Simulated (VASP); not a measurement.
A run of VASP 6.6.1 is set up as follows.

The input INCAR:

```
  PREC = Accurate
  ENCUT = 600
  EDIFF = 1E-7
  ISMEAR = -1
  SIGMA = 0.1
  LREAL = F
  LASPH = T
  NELM = 120
  ALGO = Normal
  ISIF = 3
  LWAVE = F
  LCHARG = F
  GGA = PS
  IBRION = 2
  NSW = 80
  EDIFFG = -0.03
  GGA_COMPAT = F
  NELMIN = 4
```

The input KPOINTS:

```
regular mesh
0
Gamma
  6 6 6
```

Contents of POSCAR:

```
Lu
1.0
    0.0000000000      3.3700000000      3.3700000000
    3.3700000000      0.0000000000      3.3700000000
    3.3700000000      3.3700000000      0.0000000000
Lu
2
Direct
    1.0000000000      1.0000000000      1.0000000000
    0.2500000000      0.2500000000      0.2500000000
```

Potentials or basis: VASP PAW PBE potentials, release 64 (Lu).

Run with:

```sh
$ cat potpaw_PBE.64/Lu/POTCAR > POTCAR
$ mpirun -np 1 vasp_std > vasp.out
```

Q: Predict the relaxed volume.

A: 46.35 Å³/atom.

Q: What does it give for the band gap on the k mesh?

A: Zero (bands 25 and 26 overlap by 1.21 eV).

Final structure:
```xyz
2
Lattice="0.0000 3.5921 3.5921 3.5921 0.0000 3.5921 3.5921 3.5921 0.0000" Properties=species:S:1:pos:R:3 pbc="T T T"
Lu    0.0000    0.0000    0.0000
Lu    1.7960    1.7960    1.7960
```

Caveat: the volume moved by over 15 % at a fixed basis, so the end points are rough; the PAW data sets were made with another functional, which shifts forces and pressure a little; spin-orbit coupling is left out, which moves the levels of the heavy elements.
